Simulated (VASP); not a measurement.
Wanted: the native input for a VASP 6.6.1 run.

```yaml
Task: single point
Functional: PBE
Potentials_or_basis: VASP PAW PBE potentials, release 64 (Mg)
Cutoff: 520 eV
k_mesh: 20 × 20 × 20
Occupations: gaussian, width 0.15 eV
Spin: no spin polarisation
Dipole_correction: no
Further_INCAR_settings: ALGO = Normal; EDIFF = 1e-07; NBANDS = 7
```

The structure of Mg lies in POSCAR:

```
Mg
1.0
   -1.7576917072      1.7576917072      1.9584201001
    1.7576917072     -1.7576917072      1.9584201001
    1.7576917072      1.7576917072     -1.9584201001
Mg
1
Direct
    0.0000000000      0.0000000000      0.0000000000
```

One way to write it, as run:

INCAR

```
ALGO     = Normal         # electronic algorithm
EDIFF    = 1E-7           # SCF threshold, eV
ENCUT    = 520            # plane-wave cutoff, eV
GGA      = PE             # functional
ISIF     = 2              # what is computed and relaxed
ISMEAR   = 0              # smearing method
LASPH    = True           # aspherical terms in the spheres
LCHARG   = False          # write CHGCAR
LREAL    = False          # projectors in reciprocal space
LWAVE    = False          # write WAVECAR
NBANDS   = 7              # bands
NELM     = 100            # most SCF steps
PREC     = Accurate       # precision mode
SIGMA    = 0.15           # smearing width, eV
```

KPOINTS

```
k-points
0
Gamma
  20 20 20
```

Potentials or basis: VASP PAW PBE potentials, release 64 (Mg).

The run is started by

```bash
$ cat potpaw_PBE.64/Mg/POTCAR > POTCAR
$ mpirun -np 1 vasp_std > vasp.out
```

Results of the run:

* Pressure: -1.8 GPa
* Band gap on the k mesh: zero (bands 1 and 2 overlap by 3.57 eV)

It took 51 s on 1 thread of AMD EPYC 7R13 (shared host), peak memory 0.2 GiB.
